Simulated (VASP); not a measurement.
# Ti in VASP: relaxation of the atoms with LDA

Aim: the relaxation of the atoms of Ti with LDA.

All numbers are computed with VASP 6.6.1; they aren't measurements. Logs are shortened: lines on timing, memory, paths and dates and some standing lists are left out, and cuts for length are marked.

### Step 1. The cell of the first run

The cell holds a slab with vacuum, 6 atoms: a = 2.770 Å, b = 4.451 Å, c = 20.424 Å, α = 90.00°, β = 90.00°, γ = 90.00°.

### Step 2. Relaxation of the atoms, LDA

The input, INCAR:

```
ALGO = Normal
DIPOL = 0.5 0.5 0.500
EDIFF = 1E-6
EDIFFG = -0.03
ENCUT = 520
IBRION = 2
IDIPOL = 3
ISIF = 2
ISMEAR = 0
KPAR = 2
LASPH = True
LCHARG = False
LDIPOL = True
LREAL = False
LWAVE = False
NELM = 80
NSW = 70
PREC = Accurate
SIGMA = 0.1
```

The input, KPOINTS:

```
k-points
0
Gamma
  10 7 1
```

The input, POSCAR:

```
Ti
1.0
    2.7704590384      0.0000000000      0.0000000000
    0.0000000000      4.4509686773      0.0000000000
    0.0000000000      0.0000000000     20.4244199099
Ti
6
Selective dynamics
Direct
    0.5000000000      0.0000000000      0.3427269920  F F F
    0.0000000000      0.5000000000      0.4056361952  F F F
    0.5000000000      0.0000000000      0.4685453984  F F F
    0.5000000000      0.5000000000      0.5314546016  T T T
    0.0000000000      0.0000000000      0.5943638048  T T T
    0.5000000000      0.5000000000      0.6572730080  T T T
```

Potentials or basis: VASP PAW LDA potentials, release 64 (Ti_sv).

On the command line:

```sh
$ cat potpaw_LDA.64/Ti_sv/POTCAR > POTCAR
$ mpirun -np 2 vasp_std > vasp.out
```

OUTCAR:

```text
EDIFF = 1E-6
   EDIFFG = -0.03
   ENCUT = 520
   IBRION = 2
   ISIF = 2
   ISMEAR = 0
   LASPH = True
   LREAL = False
   NELM = 80
   NSW = 70
   PREC = Accurate

 ion  position               nearest neighbor table
   1  0.500  0.000  0.343-   3 2.57   2 2.92   2 2.92   2 2.92   2 2.92
   2  0.000  0.500  0.406-   1 2.92   3 2.92   1 2.92   3 2.92   1 2.92   3 2.92   1 2.92   3 2.92
                             4 2.92   4 2.92
   3  0.500  0.000  0.469-   4 2.57   4 2.57   1 2.57   2 2.92   2 2.92   2 2.92   2 2.92   5 2.92
                             5 2.92
   4  0.500  0.500  0.531-   3 2.57   3 2.57   6 2.57   5 2.92   5 2.92   5 2.92   5 2.92   2 2.92
                             2 2.92
   5  0.000  0.000  0.594-   4 2.92   6 2.92   4 2.92   6 2.92   4 2.92   6 2.92   4 2.92   6 2.92
                             3 2.92   3 2.92
   6  0.500  0.500  0.657-   4 2.57   5 2.92   5 2.92   5 2.92   5 2.92

  LATTYP: Found a simple orthorhombic cell.
 ALAT       =     2.7704590384
 B/A-ratio  =     1.6065816587
 C/A-ratio  =     7.3722150831

  Lattice vectors:

 A1 = (   2.7704590384,   0.0000000000,   0.0000000000)
 A2 = (   0.0000000000,   4.4509686773,   0.0000000000)
 A3 = (   0.0000000000,   0.0000000000,  20.4244199099)

Analysis of symmetry for initial positions (statically):
=====================================================================
 Subroutine PRICEL returns:
 Original cell was already a primitive cell.

 Routine SETGRP: Setting up the symmetry group for a
 simple orthorhombic supercell.

 Subroutine GETGRP returns: Found  8 space group operations
 (whereof  4 operations were pure point group operations)
 out of a pool of  8 trial point group operations.

The static configuration has the point symmetry C_2v.
 The point group associated with its full space group is D_2h.

Analysis of symmetry for dynamics (positions and initial velocities):
=====================================================================
 Subroutine PRICEL returns:
 Original cell was already a primitive cell.

 Routine SETGRP: Setting up the symmetry group for a
 simple orthorhombic supercell.

 Subroutine GETGRP returns: Found  8 space group operations
[... 180 lines left out ...]
  Direction    XX          YY          ZZ          XY          YZ          ZX
  --------------------------------------------------------------------------------------
  -------------------------------------------------------------------------------------
  Total       -4.3242331     -6.4287746     -1.6723761      0.0000000      0.0000000      0.0000000
  in kB      -27.5082953    -40.8961831    -10.6386993      0.0000000      0.0000000      0.0000000
  external PRESSURE =     -26.3477259 kB  Pullay stress =       0.0000000 kB
[... 101 lines left out ...]
  FREE ENERGIE OF THE ION-ELECTRON SYSTEM (eV)
  ---------------------------------------------------
  free  energy   TOTEN  =       -47.5248506400 eV

  energy  without entropy=      -47.4811232974  energy(sigma->0) =      -47.50298697

[... ionic steps 4 to 7 ...]

--------------------------------------- Ionic step        8  -------------------------------------------

 number of electron      71.9999994 magnetization

------------------------ aborting loop because EDIFF is reached ----------------------------------------
[... 29 lines left out ...]
  FREE ENERGIE OF THE ION-ELECTRON SYSTEM (eV)
  ---------------------------------------------------
  free  energy   TOTEN  =       -47.5253619233 eV

  energy  without entropy=      -47.4822392912  energy(sigma->0) =      -47.50380061

 dipolmoment           0.000000      0.000000     -0.001822 electrons x Angstroem

--------------------------------------- Ionic step        9  -------------------------------------------

 number of electron      71.9999986 magnetization

------------------------ aborting loop because EDIFF is reached ----------------------------------------

 vacuum level on the upper side and lower side of the slab       (xc-potential included)        -0.161        -0.210

  FORCE on cell =-STRESS in cart. coord.  units (eV):
  Direction    XX          YY          ZZ          XY          YZ          ZX
  --------------------------------------------------------------------------------------
  -------------------------------------------------------------------------------------
  Total       -4.1479339     -5.9953386     -1.0785813      0.0000000      0.0000000      0.0000000
  in kB      -26.3867805    -38.1389120     -6.8613168      0.0000000      0.0000000      0.0000000
  external PRESSURE =     -23.7956698 kB  Pullay stress =       0.0000000 kB
[... 27 lines left out ...]
--------------------------------------- Ionic step       10  -------------------------------------------

 number of electron      71.9999989 magnetization

 dipolmoment           0.000000      0.000000      0.004500 electrons x Angstroem

 Free energy of the ion-electron system (eV)
  ---------------------------------------------------
  ext. energy  EPLUGINS =         0.00000000
  ---------------------------------------------------
  free energy    TOTEN  =       -47.52617508 eV

  energy without entropy =      -47.48278307  energy(sigma->0) =      -47.50447908

 E-fermi :   1.2189     XC(G=0):  -5.7732

 val. band max:        1.2114913834   @ k =   0.1000   0.2857   0.0000
 cond. band min:       1.2453178788   @ k =   0.3000   0.1429   0.0000
 fundamental gap:      0.0338264954
 Fermi energy:         1.2188830560

 k-point     1 :       0.0000    0.0000    0.0000
  band No.  band energies     occupation
      1     -54.9516      2.00000
      2     -54.9066      2.00000
      3     -54.7587      2.00000
      4     -54.7299      2.00000
      5     -54.5286      2.00000
      6     -54.3714      2.00000
[... 1093 lines left out ...]
     42       2.4196      0.00000
     43       2.4420      0.00000

------------------------ aborting loop because EDIFF is reached ----------------------------------------

 vacuum level on the upper side and lower side of the slab       (xc-potential included)         0.019        -0.055

  FORCE on cell =-STRESS in cart. coord.  units (eV):
  Direction    XX          YY          ZZ          XY          YZ          ZX
  --------------------------------------------------------------------------------------
  -------------------------------------------------------------------------------------
  Total       -4.1204902     -5.9423856     -1.0030515      0.0000000      0.0000000      0.0000000
  in kB      -26.2121993    -37.8020548     -6.3808395      0.0000000      0.0000000      0.0000000
  external PRESSURE =     -23.4650312 kB  Pullay stress =       0.0000000 kB
[... 21 lines left out ...]
  FREE ENERGIE OF THE ION-ELECTRON SYSTEM (eV)
  ---------------------------------------------------
  free  energy   TOTEN  =       -47.5261750821 eV

  energy  without entropy=      -47.4827830686  energy(sigma->0) =      -47.50447908

 reached required accuracy - stopping structural energy minimisation

 vacuum level on the upper side and lower side of the slab         4.936         4.840
```

CONTCAR:

```text
Ti
   1.00000000000000
     2.7704590383999999    0.0000000000000000    0.0000000000000000
     0.0000000000000000    4.4509686772999997    0.0000000000000000
     0.0000000000000000    0.0000000000000000   20.4244199098999992
  Ti
     6
Selective dynamics
Direct
     0.5000000000000000    0.0000000000000000    0.3427269920000029   F   F   F
     0.0000000000000000    0.5000000000000000    0.4056361952000032   F   F   F
     0.5000000000000000    0.0000000000000000    0.4685453984000034   F   F   F
     0.5000000000000000    0.5000000000000000    0.5320155024806013   T   T   T
     0.0000000000000000    0.0000000000000000    0.5948276946644622   T   T   T
     0.5000000000000000    0.5000000000000000    0.6539274140805559   T   T   T

  0.00000000E+00  0.00000000E+00  0.00000000E+00
  0.00000000E+00  0.00000000E+00  0.00000000E+00
  0.00000000E+00  0.00000000E+00  0.00000000E+00
  0.00000000E+00  0.00000000E+00  0.00000000E+00
  0.00000000E+00  0.00000000E+00  0.00000000E+00
  0.00000000E+00  0.00000000E+00  0.00000000E+00
```

Run time: 10 min. Hardware: 2 MPI ranks of AMD EPYC 9R45 (Zen 5), shared host; peak memory 0.38 GiB.

What came out:

| Quantity | Value |
| --- | --- |
| Free energy | -47.5262 eV |
| Energy gained by relaxing | 2.7 meV/atom |
| Ionic steps | 10 |
| Band gap on the k mesh | zero (bands 36 and 37 overlap by 0.14 eV) |

The path:
```
step  energy change (eV)  largest force on free atoms (eV/Å)  pressure (GPa)
   1              0.0000                              0.4009           -2.63
   2             -0.0100                              0.2539           -2.56
   3             -0.0149                              0.0715           -2.44
   4             -0.0149                              0.0639           -2.45
   5             -0.0149                              0.0566           -2.46
   6             -0.0153                              0.0466           -2.44
   7             -0.0159                              0.0327           -2.40
   8             -0.0154                              0.0756           -2.32
   9             -0.0160                              0.0448           -2.38
  10             -0.0163                              0.0288           -2.35
```

Final structure:
```xyz
6
Lattice="2.7705 0.0000 0.0000 0.0000 4.4510 0.0000 0.0000 0.0000 20.4244" Properties=species:S:1:pos:R:3 pbc="T T T"
Ti    1.3852    0.0000    7.0000
Ti    0.0000    2.2255    8.2849
Ti    1.3852    0.0000    9.5698
Ti    1.3852    2.2255   10.8661
Ti    0.0000    0.0000   12.1490
Ti    1.3852    2.2255   13.3561
```

The gap in the log of VASP goes by the Fermi energy; the results here count the filled bands.